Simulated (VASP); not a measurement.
# Sr (I4/mmm) in VASP: notebook, part 2 of 2

VASP 6.6.1.

**3. Single point, PBEsol (biaxial strain in the a-b plane: +4.5 %)**

The input, INCAR:

```
PREC = Accurate ; ENCUT = 520
EDIFF = 1E-6 ; ISMEAR = 0
SIGMA = 0.1 ; LREAL = F
LASPH = T ; NELM = 100
ALGO = Fast ; ISIF = 2
LWAVE = F ; LCHARG = F
GGA = PS ; NBANDS = 17
```

The input, KPOINTS:

```
Automatic mesh
0
Gamma
  12 12 12
```

The input, POSCAR:

```
Sr
1.0
    4.8800505091      0.0000000000      0.0000000000
    0.0000000000      4.8800505091      0.0000000000
    0.0000000000      0.0000000000      4.5438173640
Sr
2
Direct
    0.0000000000      0.0000000000      0.0000000000
    0.5000000000      0.5000000000      0.5000000000
```

Potentials or basis: VASP PAW PBE potentials, release 64 (Sr_sv).

Launch:

```bash
> cat potpaw_PBE.64/Sr_sv/POTCAR > POTCAR
> mpirun -np 1 vasp_std > vasp.out
```

OUTCAR:

```text
PREC = Accurate
   ENCUT = 520
   EDIFF = 1E-6
   ISMEAR = 0
   LREAL = F
   LASPH = T
   NELM = 100
   ISIF = 2
   GGA = PS

 ion  position               nearest neighbor table
   1  0.000  0.000  0.000-   2 4.13   2 4.13   2 4.13   2 4.13   2 4.13   2 4.13   2 4.13   2 4.13

   2  0.500  0.500  0.500-   1 4.13   1 4.13   1 4.13   1 4.13   1 4.13   1 4.13   1 4.13   1 4.13

  LATTYP: Found a simple tetragonal cell.
 ALAT       =     4.8800505091
 C/A-ratio  =     0.9311004785

  Lattice vectors:

 A1 = (   4.8800505091,   0.0000000000,   0.0000000000)
 A2 = (   0.0000000000,   4.8800505091,   0.0000000000)
 A3 = (   0.0000000000,   0.0000000000,   4.5438173640)

Analysis of symmetry for initial positions (statically):
=====================================================================
 Subroutine PRICEL returns following result:

  LATTYP: Found a body centered tetragonal cell.
 ALAT       =     4.8800505091
 C/A-ratio  =     0.9311004785

  Lattice vectors:

[... 176 lines left out ...]

 Free energy of the ion-electron system (eV)
  ---------------------------------------------------
  ext. energy  EPLUGINS =         0.00000000
  ---------------------------------------------------
  free energy    TOTEN  =        -3.66264433 eV

  energy without entropy =       -3.65071654  energy(sigma->0) =       -3.65668044

 E-fermi :   1.5579     XC(G=0):  -7.4805

 val. band max:        1.5548518472   @ k =   0.2500   0.2500   0.1667
 cond. band min:       1.5640664007   @ k =   0.1667   0.0833   0.0000
 fundamental gap:      0.0092145535
 Fermi energy:         1.5579385209

 k-point     1 :       0.0000    0.0000    0.0000
  band No.  band energies     occupation
      1     -34.9529      2.00000
      2     -34.9238      2.00000
      3     -17.0080      2.00000
      4     -17.0080      2.00000
      5     -16.9835      2.00000
      6     -16.8525      2.00000
[... 457 lines left out ...]
      4     -17.0301      2.00000
      5     -16.9235      2.00000
      6     -16.9065      2.00000
[... 9 lines left out ...]
     16       4.7236      0.00000
     17       5.5262      0.00000

 [... further k-points ...]
[... 5 lines left out ...]
  --------------------------------------------------------------------------------------
  -------------------------------------------------------------------------------------
  Total       -0.4994743     -0.4994743     -0.2776937      0.0000000      0.0000000      0.0000000
  in kB       -7.3952731     -7.3952731     -4.1115646      0.0000000      0.0000000      0.0000000
  external PRESSURE =      -6.3007036 kB  Pullay stress =       0.0000000 kB

 VOLUME and BASIS-vectors are now :
 -----------------------------------------------------------------------------
  energy-cutoff  :      520.00
  volume of cell :      108.21
      direct lattice vectors                 reciprocal lattice vectors
     4.880050509  0.000000000  0.000000000     0.204915912  0.000000000  0.000000000
     0.000000000  4.880050509  0.000000000     0.000000000  0.204915912  0.000000000
     0.000000000  0.000000000  4.543817364     0.000000000  0.000000000  0.220079268

 POSITION                                       TOTAL-FORCE (eV/Angst)
 -----------------------------------------------------------------------------------
      0.00000      0.00000      0.00000        -0.000000     -0.000000     -0.000000
      2.44003      2.44003      2.27191         0.000000      0.000000      0.000000
 -----------------------------------------------------------------------------------
    total drift:                                0.000000      0.000000      0.000000

  FREE ENERGIE OF THE ION-ELECTRON SYSTEM (eV)
  ---------------------------------------------------
  free  energy   TOTEN  =        -3.6626443344 eV

  energy  without entropy=       -3.6507165366  energy(sigma->0) =       -3.65668044
```

OSZICAR:

```text
N       E                     dE             d eps       ncg     rms          rms(c)
DAV:   1     0.101010653943E+03    0.10101E+03   -0.92196E+03  6664   0.101E+03
DAV:   2     0.327092946525E+01   -0.97740E+02   -0.96242E+02  8580   0.219E+02
DAV:   3    -0.351973581046E+01   -0.67907E+01   -0.67691E+01 12363   0.415E+01
DAV:   4    -0.366347634950E+01   -0.14374E+00   -0.14365E+00  9043   0.513E+00
DAV:   5    -0.366624888959E+01   -0.27725E-02   -0.27723E-02 11001   0.588E-01    0.161E+01
RMM:   6    -0.366342886425E+01    0.28200E-02   -0.11329E-02  7132   0.115E+00    0.912E+00
RMM:   7    -0.366203390593E+01    0.13950E-02   -0.22864E-02  7819   0.166E+00    0.373E-01
RMM:   8    -0.366244800422E+01   -0.41410E-03   -0.68436E-03  9212   0.458E-01    0.936E-02
RMM:   9    -0.366258397288E+01   -0.13597E-03   -0.11425E-03 10712   0.136E-01    0.997E-02
RMM:  10    -0.366263005943E+01   -0.46087E-04   -0.35337E-04 10194   0.782E-02    0.146E-01
RMM:  11    -0.366264152802E+01   -0.11469E-04   -0.74242E-05 10674   0.358E-02    0.189E-02
RMM:  12    -0.366264354826E+01   -0.20202E-05   -0.29014E-05  9369   0.143E-02    0.693E-03
RMM:  13    -0.366264433443E+01   -0.78617E-06   -0.70850E-06  7703   0.994E-03
   1 F= -.36626443E+01 E0= -.36566804E+01  d E =-.119278E-01
```

stdout:

```text
POSCAR found type information on POSCAR Sr
 POSCAR found :  1 types and       2 ions
 scaLAPACK will be used
 -----------------------------------------------------------------------------
|                                                                             |
|                                                                             |
|     You enforced a specific xc type in the INCAR file but a different       |
|     I HOPE YOU KNOW WHAT YOU ARE DOING!                                     |
|                                                                             |
 -----------------------------------------------------------------------------

 LDA part: xc-table for (Slater+PW92), standard interpolation
 POSCAR, INCAR and KPOINTS ok, starting setup
 FFT: planning ... GRIDC
 FFT: planning ... GRID_SOFT
 FFT: planning ... GRID
 WAVECAR not read
 entering main loop
WARNING in EDDRMM: call to ZHEGV failed, returncode =   8  4     17
WARNING in EDDRMM: call to ZHEGV failed, returncode =   8  4     15
WARNING in EDDRMM: call to ZHEGV failed, returncode =   6  3     16
WARNING in EDDRMM: call to ZHEGV failed, returncode =   8  4     16
WARNING in EDDRMM: call to ZHEGV failed, returncode =   6  3     11
WARNING in EDDRMM: call to ZHEGV failed, returncode =   6  3     11
WARNING in EDDRMM: call to ZHEGV failed, returncode =   6  3     15
WARNING in EDDRMM: call to ZHEGV failed, returncode =   8  4     14
```

Run time: 7.5 min. Hardware: 1 thread of Oxide Virtual Turin-like, shared host; peak memory 0.39 GiB.

What came out:

```yaml
Free_energy: -3.6626 eV
Pressure: -0.6 GPa
Band_gap_on_the_k_mesh: zero (band 10 reaches 1.86 eV, above the bottom of band 11 at 1.46 eV)
```

Stress tensor (GPa, compression positive):
```
-0.74  0.00  0.00
 0.00 -0.74  0.00
 0.00  0.00 -0.41
```

Caveat: the cell differs from its parent crystal (biaxial strain in the a-b plane: +4.5 %); the PAW data sets were made with another functional, which shifts forces and pressure a little.
